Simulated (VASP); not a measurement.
# LiSc8 in VASP: single point with PBE

Aim: the single point of LiSc8 with PBE.

Everything below comes from runs of VASP 6.6.1. Logs are shortened: lines on timing, memory, paths and dates and some standing lists are left out, and cuts for length are marked.

## (1) The cell of the first run

The cell holds a slab with vacuum, 9 atoms: a = 6.639 Å, b = 5.163 Å, c = 19.113 Å, α = 90.00°, β = 90.00°, γ = 90.00°.

## (2) Single point, PBE

The input, INCAR:

```
ALGO = Normal ; DIPOL = 0.5 0.5 0.325
EDIFF = 1E-7 ; ENCUT = 520
GGA = PE ; IDIPOL = 3
ISIF = 2 ; ISMEAR = 0
LASPH = True ; LCHARG = False
LDIPOL = True ; LREAL = False
LWAVE = False ; NBANDS = 56
NELM = 80 ; PREC = Accurate
SIGMA = 0.1
```

The input, KPOINTS:

```
k-points
0
Gamma
  4 5 1
```

The input, POSCAR:

```
LiSc8
1.0
    6.6389479791      0.0000000000      0.0000000000
    0.0000000000      5.1626219083      0.0000000000
    0.0000000000      0.0000000000     19.1132872497
Sc Li
8 1
Direct
    0.0000000000      0.7500000000      0.2092784955
    0.5000000000      0.7500000000      0.2092784955
    0.2500000000      0.2500000000      0.2594137541
    0.7500000000      0.2500000000      0.2594137541
    0.2500000000      0.7500000000      0.3452852846
    0.7500000000      0.7500000000      0.3452852846
    0.0000000000      0.2500000000      0.3983243254
    0.5000000000      0.2500000000      0.3983243254
    0.1875000000      0.6250000000      0.5005804471
```

Potentials or basis: VASP PAW PBE potentials, release 64 (Sc_sv, Li_sv).

On the command line:

```sh
cat potpaw_PBE.64/Sc_sv/POTCAR potpaw_PBE.64/Li_sv/POTCAR > POTCAR
mpirun -np 1 vasp_std > vasp.out
```

OUTCAR:

```text
EDIFF = 1E-7
   ENCUT = 520
   GGA = PE
   ISIF = 2
   ISMEAR = 0
   LASPH = True
   LREAL = False
   NELM = 80
   PREC = Accurate

 ion  position               nearest neighbor table
   1  0.000  0.750  0.209-   5 3.08   6 3.08   3 3.21   4 3.21   3 3.21   4 3.21   2 3.32   2 3.32

   2  0.500  0.750  0.209-   5 3.08   6 3.08   3 3.21   4 3.21   3 3.21   4 3.21   1 3.32   1 3.32

   3  0.250  0.250  0.259-   5 3.06   5 3.06   8 3.13   7 3.13   1 3.21   1 3.21   2 3.21   2 3.21
                             4 3.32   4 3.32
   4  0.750  0.250  0.259-   6 3.06   6 3.06   8 3.13   7 3.13   1 3.21   1 3.21   2 3.21   2 3.21
                             3 3.32   3 3.32
   5  0.250  0.750  0.345-   3 3.06   3 3.06   1 3.08   2 3.08   8 3.23   7 3.23   7 3.23   8 3.23
                             6 3.32   6 3.32
   6  0.750  0.750  0.345-   4 3.06   4 3.06   1 3.08   2 3.08   8 3.23   7 3.23   7 3.23   8 3.23
                             5 3.32   5 3.32
   7  0.000  0.250  0.398-   3 3.13   4 3.13   5 3.23   6 3.23   5 3.23   6 3.23   8 3.32   8 3.32

   8  0.500  0.250  0.398-   3 3.13   4 3.13   5 3.23   6 3.23   5 3.23   6 3.23   7 3.32   7 3.32

   9  0.188  0.625  0.501-

  LATTYP: Found a simple orthorhombic cell.
 ALAT       =     5.1626219083
 B/A-ratio  =     1.2859643989
 C/A-ratio  =     3.7022442451

  Lattice vectors:

 A1 = (   0.0000000000,  -5.1626219083,   0.0000000000)
 A2 = (   6.6389479791,   0.0000000000,   0.0000000000)
 A3 = (   0.0000000000,   0.0000000000,  19.1132872497)

Analysis of symmetry for initial positions (statically):
=====================================================================
 Subroutine PRICEL returns:
 Original cell was already a primitive cell.

 Routine SETGRP: Setting up the symmetry group for a
 simple orthorhombic supercell.

 Subroutine GETGRP returns: Found  1 space group operations
 (whereof  1 operations were pure point group operations)
 out of a pool of  8 trial point group operations.

The static configuration has the point symmetry C_1 .

Analysis of symmetry for dynamics (positions and initial velocities):
=====================================================================
 Subroutine PRICEL returns:
 Original cell was already a primitive cell.

 Routine SETGRP: Setting up the symmetry group for a
 simple orthorhombic supercell.

 Subroutine GETGRP returns: Found  1 space group operations
 (whereof  1 operations were pure point group operations)
 out of a pool of  8 trial point group operations.

The dynamic configuration has the point symmetry C_1 .

 Subroutine INISYM returns: Found  1 space group operations
 (whereof  1 operations are pure point group operations),
 and found     1 'primitive' translations

----------------------------------------------------------------------------------------

                                     Primitive cell

  volume of cell :     655.0960

  direct lattice vectors                    reciprocal lattice vectors
     6.638947979  0.000000000  0.000000000     0.150626274  0.000000000  0.000000000
     0.000000000  5.162621908  0.000000000     0.000000000  0.193700026  0.000000000
     0.000000000  0.000000000 19.113287250     0.000000000  0.000000000  0.052319624

  length of vectors
     6.638947979  5.162621908 19.113287250     0.150626274  0.193700026  0.052319624

  position of ions in fractional coordinates (direct lattice)
     0.000000000  0.750000000  0.209278496
     0.500000000  0.750000000  0.209278496
     0.250000000  0.250000000  0.259413754
     0.750000000  0.250000000  0.259413754
     0.250000000  0.750000000  0.345285285
     0.750000000  0.750000000  0.345285285
     0.000000000  0.250000000  0.398324325
     0.500000000  0.250000000  0.398324325
     0.187500000  0.625000000  0.500580447

  ion indices of the primitive-cell ions
   primitive index   ion index
                 1           1
                 2           2
                 3           3
                 4           4
                 5           5
                 6           6
                 7           7
                 8           8
                 9           9

----------------------------------------------------------------------------------------

 KPOINTS: k-points

Automatic generation of k-mesh.
 Grid dimensions read from file:
 generate k-points for:    4    5    1

 Generating k-lattice:

  Cartesian coordinates                     Fractional coordinates (reciprocal lattice)
     0.037656569  0.000000000  0.000000000     0.250000000  0.000000000  0.000000000
     0.000000000  0.038740005  0.000000000     0.000000000  0.200000000  0.000000000
     0.000000000  0.000000000  0.052319624     0.000000000  0.000000000  1.000000000

  Length of vectors
     0.037656569  0.038740005  0.052319624

  Shift w.r.t. Gamma in fractional coordinates (k-lattice)
     0.000000000  0.000000000  0.000000000

 Subroutine IBZKPT returns following result:
 ===========================================

 Found     11 irreducible k-points:

 Following reciprocal coordinates:
            Coordinates               Weight
  0.000000  0.000000  0.000000      1.000000
  0.250000  0.000000  0.000000      2.000000
  0.500000  0.000000  0.000000      1.000000
  0.000000  0.200000  0.000000      2.000000
  0.250000  0.200000  0.000000      2.000000
 -0.250000  0.200000  0.000000      2.000000
  0.500000  0.200000  0.000000      2.000000
  0.000000  0.400000  0.000000      2.000000
  0.250000  0.400000  0.000000      2.000000
 -0.250000  0.400000  0.000000      2.000000
  0.500000  0.400000  0.000000      2.000000
   k-points           NKPTS =     11   k-points in BZ     NKDIM =     11   number of bands    NBANDS=     56
   number of dos      NEDOS =    301   number of ions     NIONS =      9
   total plane-waves  NPLWV = 288000
   dimension x,y,z NGX =    50 NGY =   40 NGZ =  144
   dimension x,y,z NGXF=   100 NGYF=   80 NGZF=  288
   ions per type =               8   1
   NGX,Y,Z   is equivalent  to a cutoff of  12.52, 12.88, 12.53 a.u.
   NGXF,Y,Z  is equivalent  to a cutoff of  25.04, 25.76, 25.05 a.u.
 SYSTEM =  unknown system
   PREC   = accura    normal or accurate (medium, high low for compatibility)
   ISTART =      0    job   : 0-new  1-cont  2-samecut
   ICHARG =      2    charge: 1-file 2-atom 10-const
   ISPIN  =      1    spin polarized calculation?
   LNONCOLLINEAR =      F non collinear calculations
   LSORBIT =      F    spin-orbit coupling
   LASPH  =      T    aspherical Exc in radial PAW
   ENCUT  =  520.0 eV  38.22 Ry    6.18 a.u.  12.34  9.60 35.54*2*pi/ulx,y,z
   NELM   =     80;   NELMIN=  2; NELMDL= -5     # of ELM steps
   EDIFF  = 0.1E-06   stopping-criterion for ELM
   LREAL  =      F    real-space projection
   EDIFFG = 0.1E-05   stopping-criterion for IOM
   NSW    =      0    number of steps for IOM
   IBRION =     -1    ionic relax: 0-MD 1-quasi-New 2-CG
   NFREE  =      0    steps in history (QN), initial steepest desc. (CG)
   ISIF   =      2    stress and relaxation
   ISYM   =      2    0-nonsym 1-usesym 2-fastsym
   POTIM  = 0.5000    time-step for ionic-motion
   TEBEG  =    0.0;   TEEND  =   0.0 temperature during run
   PSTRESS=    0.0 pullay stress
   NELECT =      91.0000    total number of electrons
   NUPDOWN=      -1.0000    fix difference up-down
   EMIN   =  10.00;   EMAX   =-10.00  energy-range for DOS
   EFERMI =   0.00;   METHOD = LEGACY
   ISMEAR =     0;   SIGMA  =   0.10  broadening in eV -4-tet -1-fermi 0-gaus
   EFERMI_NEDOS =   21; number of points for ismear=-14 and -15
   IALGO  =     38    algorithm
   IMIX   =      4    mixing-type and parameters
     AMIX     =   0.40;   BMIX     =  1.00
     AMIX_MAG =   1.60;   BMIX_MAG =  1.00
  volume/ion in A,a.u.               =      72.79       491.20
  Fermi-wavevector in a.u.,A,eV,Ry     =   0.847852  1.602209  9.780601  0.718854
  Thomas-Fermi vector in A             =   1.963424
   LORBIT       =      0    0 simple, 1 ext, 2 COOP (PROOUT), +10 PAW based schemes
   GGA     = PE    functional components
   LHFCALC =     F    Hartree Fock is set to
   AEXX    =    0.0000 exact exchange contribution
   IVDW    =     0    specifies the selected vdW correction
   LEPSILON=     F    determine dielectric tensor
   LRPA    =     F    only Hartree local field effects (RPA)
 non-spin polarized calculation
 Gauss-broadening in eV      SIGMA  =   0.10
  energy-cutoff  :      520.00
  volume of cell :      655.10
 maximum number of plane-waves:     17709
 NGX is ok and might be reduce to    50
   NGX = 25   NGY = 19   NGZ = 71

 dipolmoment           0.000000      0.000000      0.010230 electrons x Angstroem

 number of electron      90.9999994 magnetization

 dipolmoment           0.000000      0.000000     -0.140518 electrons x Angstroem

 Free energy of the ion-electron system (eV)
  ---------------------------------------------------
  ext. energy  EPLUGINS =         0.00000000
  ---------------------------------------------------
  free energy    TOTEN  =       -47.24981533 eV

  energy without entropy =      -47.19474854  energy(sigma->0) =      -47.22228194

 E-fermi :  -0.7826     XC(G=0):  -4.2215

 val. band max:       -0.8036610025   @ k =   0.2500   0.2000   0.0000
 cond. band min:      -0.7735230163   @ k =   0.0000   0.4000   0.0000
 fundamental gap:      0.0301379861
 Fermi energy:        -0.7825538489

 k-point     1 :       0.0000    0.0000    0.0000
  band No.  band energies     occupation
      1     -50.6427      2.00000
      2     -50.6147      2.00000
      3     -50.5945      2.00000
      4     -50.5762      2.00000
      5     -50.1829      2.00000
      6     -50.1573      2.00000
[... 638 lines left out ...]
     55       0.0719      0.00000
     56       0.1824      0.00000

------------------------ aborting loop because EDIFF is reached ----------------------------------------

 vacuum level on the upper side and lower side of the slab       (xc-potential included)        -0.618         0.141

  FORCE on cell =-STRESS in cart. coord.  units (eV):
  Direction    XX          YY          ZZ          XY          YZ          ZX
  --------------------------------------------------------------------------------------
  -------------------------------------------------------------------------------------
  Total       -0.7097429     -2.9070224      0.5526814      0.2583259      0.9968814      0.1935309
  in kB       -1.7358280     -7.1097443      1.3517005      0.6317912      2.4380865      0.4733211
  external PRESSURE =      -2.4979573 kB  Pullay stress =       0.0000000 kB

 VOLUME and BASIS-vectors are now :
 -----------------------------------------------------------------------------
  energy-cutoff  :      520.00
  volume of cell :      655.10
      direct lattice vectors                 reciprocal lattice vectors
     6.638947979  0.000000000  0.000000000     0.150626274  0.000000000  0.000000000
     0.000000000  5.162621908  0.000000000     0.000000000  0.193700026  0.000000000
     0.000000000  0.000000000 19.113287250     0.000000000  0.000000000  0.052319624

 POSITION                                       TOTAL-FORCE (eV/Angst)
 -----------------------------------------------------------------------------------
      0.00000      3.87197      4.00000        -0.035329     -0.011349     -0.238498
      3.31947      3.87197      4.00000         0.036281     -0.006573     -0.224767
      1.65974      1.29066      4.95825         0.002115      0.012177      0.128953
      4.97921      1.29066      4.95825        -0.004661      0.021660      0.191303
      1.65974      3.87197      6.59954        -0.023880     -0.077734      0.042422
      4.97921      3.87197      6.59954         0.066304     -0.055793      0.127643
      0.00000      1.29066      7.61329         0.129400     -0.297318     -0.169480
      3.31947      1.29066      7.61329        -0.289138     -0.038922      0.142637
      1.24480      3.22664      9.56774         0.118909      0.453852     -0.000213
 -----------------------------------------------------------------------------------
    total drift:                               -0.000270     -0.000034      0.000058

  FREE ENERGIE OF THE ION-ELECTRON SYSTEM (eV)
  ---------------------------------------------------
  free  energy   TOTEN  =       -47.2498153281 eV

  energy  without entropy=      -47.1947485442  energy(sigma->0) =      -47.22228194

 vacuum level on the upper side and lower side of the slab         1.619         2.401
```

Wall time 18 min (1 thread of Intel Xeon Platinum 8488C (Sapphire Rapids), shared host); peak memory 0.74 GiB.

Results:

```
Free energy            : -47.2498 eV
Largest force          : 0.469 eV/Å
Band gap on the k mesh : zero (an odd number of electrons rules out a gap without spin polarisation)
```

Forces in eV/Å, atoms in the order of the input:
```
Sc  -0.035 -0.011 -0.238
Sc   0.036 -0.007 -0.225
Sc   0.002  0.012  0.129
Sc  -0.005  0.022  0.191
Sc  -0.024 -0.078  0.042
Sc   0.066 -0.056  0.128
Sc   0.129 -0.297 -0.169
Sc  -0.289 -0.039  0.143
Li   0.119  0.454  0.000
```

Levels at points of the mesh, in eV from the Fermi level:
```tsv
k point	band 42	band 43	band 44	band 45	band 46	band 47	band 48	band 49	band 50	band 51
(0.00, 0.00, 0.00)	-0.61	-0.54	-0.41	-0.33	-0.21	0.07	0.11	0.31	0.48	0.68
(0.50, 0.00, 0.00)	-0.50	-0.48	-0.42	-0.33	0.09	0.22	0.28	0.32	0.40	0.40
```

Caveat: the cutoff is under 1.25 times the usual one of these potentials, so pressure, stress and relaxed cells hold a basis-set (Pulay) error.

The gap in the log of VASP goes by the Fermi energy; the results here count the filled bands.